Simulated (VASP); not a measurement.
# CdTe (F-43m) in VASP: single point with PBEsol

Aim: the single point of CdTe with PBEsol.

Program: VASP 6.6.1. These are calculated values, not measurements. Logs are shortened: lines on timing, memory, paths and dates and some standing lists are left out, and cuts for length are marked.

### Step 1. The cell of the first run

Symmetry: F-43m, No. 216, cubic system. The conventional cell has a = 6.327 Å, b = 6.327 Å, c = 6.327 Å, α = 90.00°, β = 90.00°, γ = 90.00°. Cd (site symmetry -43m) has 4 Te at 2.74 Å within 3.6 Å. Within 3.6 Å of Te (site symmetry -43m) lie 4 Cd at 2.74 Å.

### Step 2. Single point, PBEsol

File INCAR:

```
SYSTEM = CdTe
PREC = Accurate
ENCUT = 520
EDIFF = 1E-7
ISMEAR = 0
SIGMA = 0.05
LREAL = .FALSE.
LASPH = .TRUE.
NELM = 60
ALGO = Normal
ISIF = 2
LWAVE = .FALSE.
LCHARG = .FALSE.
GGA = PS
NBANDS = 16
```

File KPOINTS:

```
regular mesh
0
G
  8 8 8
  0 0 0
```

File POSCAR:

```
CdTe
1.0
    0.0000000000      3.1636874711      3.1636874711
    3.1636874711      0.0000000000      3.1636874711
    3.1636874711      3.1636874711      0.0000000000
Cd Te
1 1
Direct
    0.0000000000      0.0000000000      0.0000000000
    0.7500000000      0.7500000000      0.7500000000
```

Potentials or basis: VASP PAW PBE potentials, release 64 (Cd, Te).

On the command line:

```sh
> cat potpaw_PBE.64/Cd/POTCAR potpaw_PBE.64/Te/POTCAR > POTCAR
> mpirun -np 1 vasp_std > vasp.out
```

OUTCAR:

```text
SYSTEM = CdTe
   PREC = Accurate
   ENCUT = 520
   EDIFF = 1E-7
   ISMEAR = 0
   LREAL = .FALSE.
   LASPH = .TRUE.
   NELM = 60
   ISIF = 2
   GGA = PS

 ion  position               nearest neighbor table
   1  0.000  0.000  0.000-   2 2.74   2 2.74   2 2.74   2 2.74
   2  0.750  0.750  0.750-   1 2.74   1 2.74   1 2.74   1 2.74

  LATTYP: Found a face centered cubic cell.
 ALAT       =     6.3273749422

  Lattice vectors:

 A1 = (   0.0000000000,   3.1636874711,   3.1636874711)
 A2 = (   3.1636874711,   0.0000000000,   3.1636874711)
 A3 = (   3.1636874711,   3.1636874711,   0.0000000000)

Analysis of symmetry for initial positions (statically):
=====================================================================
 Subroutine PRICEL returns:
 Original cell was already a primitive cell.

 Routine SETGRP: Setting up the symmetry group for a
 face centered cubic supercell.

 Subroutine GETGRP returns: Found 24 space group operations
 (whereof 24 operations were pure point group operations)
 out of a pool of 48 trial point group operations.

The static configuration has the point symmetry T_d .

Analysis of symmetry for dynamics (positions and initial velocities):
=====================================================================
 Subroutine PRICEL returns:
 Original cell was already a primitive cell.

 Routine SETGRP: Setting up the symmetry group for a
 face centered cubic supercell.

 Subroutine GETGRP returns: Found 24 space group operations
 (whereof 24 operations were pure point group operations)
 out of a pool of 48 trial point group operations.

The dynamic configuration has the point symmetry T_d .

 Subroutine INISYM returns: Found 24 space group operations
 (whereof 24 operations are pure point group operations),
 and found     1 'primitive' translations

----------------------------------------------------------------------------------------

                                     Primitive cell

  volume of cell :      63.3302

  direct lattice vectors                    reciprocal lattice vectors
     0.000000000  3.163687471  3.163687471    -0.158043424  0.158043424  0.158043424
     3.163687471  0.000000000  3.163687471     0.158043424 -0.158043424  0.158043424
     3.163687471  3.163687471  0.000000000     0.158043424  0.158043424 -0.158043424

  length of vectors
     4.474129729  4.474129729  4.474129729     0.273739240  0.273739240  0.273739240

  position of ions in fractional coordinates (direct lattice)
     0.000000000  0.000000000  0.000000000
     0.750000000  0.750000000  0.750000000

  ion indices of the primitive-cell ions
   primitive index   ion index
                 1           1
                 2           2

----------------------------------------------------------------------------------------

 KPOINTS: regular mesh

Automatic generation of k-mesh.
 Grid dimensions read from file:
 generate k-points for:    8    8    8

 Generating k-lattice:

  Cartesian coordinates                     Fractional coordinates (reciprocal lattice)
    -0.019755428  0.019755428  0.019755428     0.125000000  0.000000000  0.000000000
     0.019755428 -0.019755428  0.019755428     0.000000000  0.125000000  0.000000000
     0.019755428  0.019755428 -0.019755428     0.000000000  0.000000000  0.125000000

  Length of vectors
     0.034217405  0.034217405  0.034217405

  Shift w.r.t. Gamma in fractional coordinates (k-lattice)
     0.000000000  0.000000000  0.000000000

 Subroutine IBZKPT returns following result:
 ===========================================

 Found     29 irreducible k-points:

 Following reciprocal coordinates:
            Coordinates               Weight
  0.000000  0.000000  0.000000      1.000000
  0.125000  0.000000  0.000000      8.000000
  0.250000  0.000000  0.000000      8.000000
  0.375000  0.000000  0.000000      8.000000
  0.500000  0.000000  0.000000      4.000000
  0.125000  0.125000  0.000000      6.000000
[... 16 lines left out ...]
  0.500000  0.250000  0.125000     48.000000
 -0.375000  0.250000  0.125000     24.000000
 [... further k-points ...]
   k-points           NKPTS =     29   k-points in BZ     NKDIM =     29   number of bands    NBANDS=     16
   number of dos      NEDOS =    301   number of ions     NIONS =      2
   total plane-waves  NPLWV =  46656
   dimension x,y,z NGX =    36 NGY =   36 NGZ =   36
   dimension x,y,z NGXF=    72 NGYF=   72 NGZF=   72
   ions per type =               1   1
   NGX,Y,Z   is equivalent  to a cutoff of  13.38, 13.38, 13.38 a.u.
   NGXF,Y,Z  is equivalent  to a cutoff of  26.75, 26.75, 26.75 a.u.
 SYSTEM =  CdTe
   PREC   = accura    normal or accurate (medium, high low for compatibility)
   ISTART =      0    job   : 0-new  1-cont  2-samecut
   ICHARG =      2    charge: 1-file 2-atom 10-const
   ISPIN  =      1    spin polarized calculation?
   LNONCOLLINEAR =      F non collinear calculations
   LSORBIT =      F    spin-orbit coupling
   LASPH  =      T    aspherical Exc in radial PAW
   ENCUT  =  520.0 eV  38.22 Ry    6.18 a.u.   8.32  8.32  8.32*2*pi/ulx,y,z
   NELM   =     60;   NELMIN=  2; NELMDL= -5     # of ELM steps
   EDIFF  = 0.1E-06   stopping-criterion for ELM
   LREAL  =      F    real-space projection
   EDIFFG = 0.1E-05   stopping-criterion for IOM
   NSW    =      0    number of steps for IOM
   IBRION =     -1    ionic relax: 0-MD 1-quasi-New 2-CG
   NFREE  =      0    steps in history (QN), initial steepest desc. (CG)
   ISIF   =      2    stress and relaxation
   ISYM   =      2    0-nonsym 1-usesym 2-fastsym
   POTIM  = 0.5000    time-step for ionic-motion
   TEBEG  =    0.0;   TEEND  =   0.0 temperature during run
   PSTRESS=    0.0 pullay stress
   NELECT =      18.0000    total number of electrons
   NUPDOWN=      -1.0000    fix difference up-down
   EMIN   =  10.00;   EMAX   =-10.00  energy-range for DOS
   EFERMI =   0.00;   METHOD = LEGACY
   ISMEAR =     0;   SIGMA  =   0.05  broadening in eV -4-tet -1-fermi 0-gaus
   EFERMI_NEDOS =   21; number of points for ismear=-14 and -15
   IALGO  =     38    algorithm
   IMIX   =      4    mixing-type and parameters
     AMIX     =   0.40;   BMIX     =  1.00
     AMIX_MAG =   1.60;   BMIX_MAG =  1.00
  volume/ion in A,a.u.               =      31.67       213.69
  Fermi-wavevector in a.u.,A,eV,Ry     =   1.076371  2.034047 15.763371  1.158575
  Thomas-Fermi vector in A             =   2.212254
   LORBIT       =      0    0 simple, 1 ext, 2 COOP (PROOUT), +10 PAW based schemes
   GGA     = PS    functional components
   LHFCALC =     F    Hartree Fock is set to
   AEXX    =    0.0000 exact exchange contribution
   IVDW    =     0    specifies the selected vdW correction
   LEPSILON=     F    determine dielectric tensor
   LRPA    =     F    only Hartree local field effects (RPA)
 non-spin polarized calculation
 Gauss-broadening in eV      SIGMA  =   0.05
  energy-cutoff  :      520.00
  volume of cell :       63.33
 maximum number of plane-waves:      1727
 NGX is ok and might be reduce to    36
   NGX = 17   NGY = 17   NGZ = 17

 number of electron      18.0000004 magnetization

 Free energy of the ion-electron system (eV)
  ---------------------------------------------------
  ext. energy  EPLUGINS =         0.00000000
  ---------------------------------------------------
  free energy    TOTEN  =        -5.42914661 eV

  energy without entropy =       -5.42914661  energy(sigma->0) =       -5.42914661

 E-fermi :   3.1496     XC(G=0):  -9.1046

 val. band max:        2.8973455440   @ k =   0.0000   0.0000   0.0000
 cond. band min:       3.7764864991   @ k =   0.0000   0.0000   0.0000
 fundamental gap:      0.8791409550
 Fermi energy:         3.1496438590

 k-point     1 :       0.0000    0.0000    0.0000
  band No.  band energies     occupation
      1      -8.7584      2.00000
      2      -5.6413      2.00000
      3      -5.6413      2.00000
      4      -5.6413      2.00000
      5      -5.3184      2.00000
      6      -5.3184      2.00000
[... 8 lines left out ...]
     15      12.3683      0.00000
     16      12.3683      0.00000

 k-point     2 :       0.1250    0.0000    0.0000
  band No.  band energies     occupation
      1      -8.6887      2.00000
      2      -5.6276      2.00000
      3      -5.6276      2.00000
      4      -5.5940      2.00000
      5      -5.3197      2.00000
      6      -5.3197      2.00000
[... 8 lines left out ...]
     15      11.5302      0.00000
     16      11.5302      0.00000

 k-point     3 :       0.2500    0.0000    0.0000
  band No.  band energies     occupation
      1      -8.5186      2.00000
      2      -5.5970      2.00000
      3      -5.5970      2.00000
      4      -5.4258      2.00000
      5      -5.3195      2.00000
      6      -5.3195      2.00000
[... 8 lines left out ...]
     15      11.3229      0.00000
     16      11.3229      0.00000

 k-point     4 :       0.3750    0.0000    0.0000
  band No.  band energies     occupation
      1      -8.3488      2.00000
      2      -5.5718      2.00000
      3      -5.5718      2.00000
      4      -5.3127      2.00000
      5      -5.3127      2.00000
      6      -5.1216      2.00000
[... 8 lines left out ...]
     15      12.1993      0.00000
     16      12.1993      0.00000
[... 324 lines left out ...]
 k-point    22 :       0.3750    0.2500    0.1250
  band No.  band energies     occupation
      1      -8.3937      2.00000
      2      -5.5629      2.00000
      3      -5.5480      2.00000
      4      -5.3934      2.00000
      5      -5.3084      2.00000
      6      -5.2416      2.00000
[... 8 lines left out ...]
     15      12.8023      0.00000
     16      13.4293      0.00000

 k-point    23 :       0.5000    0.2500    0.1250
  band No.  band energies     occupation
      1      -8.2611      2.00000
      2      -5.5389      2.00000
      3      -5.5261      2.00000
      4      -5.3576      2.00000
      5      -5.3072      2.00000
      6      -4.9777      2.00000
[... 8 lines left out ...]
     15      12.9728      0.00000
     16      13.6582      0.00000

 k-point    24 :      -0.3750    0.2500    0.1250
  band No.  band energies     occupation
      1      -8.2076      2.00000
      2      -5.5334      2.00000
      3      -5.5166      2.00000
      4      -5.3403      2.00000
      5      -5.3129      2.00000
      6      -4.7971      2.00000
[... 8 lines left out ...]
     15      13.0001      0.00000
     16      13.6633      0.00000

 [... further k-points ...]

------------------------ aborting loop because EDIFF is reached ----------------------------------------

  FORCE on cell =-STRESS in cart. coord.  units (eV):
  Direction    XX          YY          ZZ          XY          YZ          ZX
  --------------------------------------------------------------------------------------
  -------------------------------------------------------------------------------------
  Total        1.5723795      1.5723795      1.5723795     -0.0000000      0.0000000     -0.0000000
  in kB       39.7793096     39.7793096     39.7793096     -0.0000000      0.0000000     -0.0000000
  external PRESSURE =      39.7793096 kB  Pullay stress =       0.0000000 kB

 VOLUME and BASIS-vectors are now :
 -----------------------------------------------------------------------------
  energy-cutoff  :      520.00
  volume of cell :       63.33
      direct lattice vectors                 reciprocal lattice vectors
     0.000000000  3.163687471  3.163687471    -0.158043424  0.158043424  0.158043424
     3.163687471  0.000000000  3.163687471     0.158043424 -0.158043424  0.158043424
     3.163687471  3.163687471  0.000000000     0.158043424  0.158043424 -0.158043424

 POSITION                                       TOTAL-FORCE (eV/Angst)
 -----------------------------------------------------------------------------------
      0.00000      0.00000      0.00000         0.000000      0.000000      0.000000
      4.74553      4.74553      4.74553        -0.000000     -0.000000     -0.000000
 -----------------------------------------------------------------------------------
    total drift:                                0.000000      0.000000      0.000000

  FREE ENERGIE OF THE ION-ELECTRON SYSTEM (eV)
  ---------------------------------------------------
  free  energy   TOTEN  =        -5.4291466055 eV

  energy  without entropy=       -5.4291466055  energy(sigma->0) =       -5.42914661
```

It took 14 s on 1 thread of Intel Xeon 6975P-C (Granite Rapids), shared host; peak memory 0.2 GiB.

Results:

| Item | Value |
| --- | --- |
| Free energy | -5.4291 eV |
| Pressure | 4.0 GPa |
| Band gap on the k mesh | 0.88 eV, direct |

Caveat: the PAW data sets were made with another functional, which shifts forces and pressure a little; spin-orbit coupling is left out, which moves the levels of the heavy elements. Expect the measured gap to be larger: semilocal functionals such as PBEsol lack the derivative discontinuity.
